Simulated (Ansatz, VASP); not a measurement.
# SnO2 in VASP and in Ansatz

Contents of POSCAR:

```
SnO2
1.0
    4.5698078168      0.0000000000      0.0000000000
    0.0000000000      4.5698078168      0.0000000000
    0.0000000000      0.0000000000      2.9445198908
Sn O
2 4
Direct
    0.0000000000      0.0000000000      0.0000000000
    0.5000000000      0.5000000000      0.5000000000
    0.3058934984      0.3058934984      0.0000000000
    0.1941065016      0.8058934984      0.5000000000
    0.6941065016      0.6941065016      0.0000000000
    0.8058934984      0.1941065016      0.5000000000
```

INCAR.step1

```
SYSTEM = SnO2
ALGO = Normal
EDIFF = 1E-4
ENCUT = 520
GGA = PE
ISMEAR = 0
LASPH = .True.
LCHARG = .False.
LREAL = .False.
LWAVE = .True.
NBANDS = 35
NELM = 80
PREC = Accurate
SIGMA = 0.05
```

Contents of INCAR.step2:

```
SYSTEM = SnO2
ALGO = Normal
EDIFF = 1E-6
ENCUT = 520
ISIF = 2
ISMEAR = 0
ISTART = 1
LASPH = .True.
LCHARG = .False.
LMIXTAU = .True.
LREAL = .False.
LWAVE = .False.
METAGGA = R2SCAN
NBANDS = 35
NELM = 80
PREC = Accurate
SIGMA = 0.05
```

Contents of KPOINTS:

```
k-points
0
Gamma
  6 6 8
  0 0 0
```

Input for Ansatz:

```yaml
crystal:
  lattice:
    - [4.5698078168, 0.0, 0.0]
    - [0.0, 4.5698078168, 0.0]
    - [0.0, 0.0, 2.9445198908]
  atoms:
    - { symbol: Sn, position: [0.0, 0.0, 0.0] }
    - { symbol: Sn, position: [0.5, 0.5, 0.5] }
    - { symbol: O, position: [0.3058934984, 0.3058934984, 0.0] }
    - { symbol: O, position: [0.1941065016, 0.8058934984, 0.5] }
    - { symbol: O, position: [0.6941065016, 0.6941065016, 0.0] }
    - { symbol: O, position: [0.8058934984, 0.1941065016, 0.5] }
basis:
  ecutwfc: 500
kpoints:
  mp_grid: { grid: [6, 6, 8] }
hamiltonian:
  xc: r2scan
scf:
  occupations: { method: gaussian, width: 0.05 }
output:
  forces: true
  stress: true
  eigenvalues: true
```

Change from the starting cell: strain -0.040 along x and y, -0.080 along z, atoms carried along.

Alike in both runs: task single point; functional r2SCAN; k mesh 6 × 6 × 8; occupations gaussian, width 0.05 eV; no spin polarisation.

|  | VASP | Ansatz |
| --- | --- | --- |
| version | VASP 6.6.1 | Ansatz 0.2.0 |
| potentials or method | VASP PAW PBE potentials, release 64 (Sn_d, O), cutoff 520 eV | scalar-relativistic, plane waves, PAW |
| valence electrons in the cell | 52 | 52 |

|  | VASP | Ansatz | Ansatz less VASP |
| --- | --- | --- | --- |
| gap on the k mesh at the Fermi level (eV) | 4.10 | 4.05 | -0.046 |
| least direct gap on the mesh (eV) | 4.10 | 4.05 | -0.046 |
| pressure (GPa) | 58.0 | 55.5 | -2.43 |
| traceless stress, the component that is largest in VASP (GPa) | 21.49 | 20.64 | -0.851 |
| rms of the force components (eV/Å) | 0.674 | 0.633 | -0.0403 |

VASP's potentials were made for PBE, not for r2SCAN. Atom by atom the forces differ by 0.040 eV/Å (rms over components). Both programs put the cell under a high pressure, so it lies far from rest at this level.
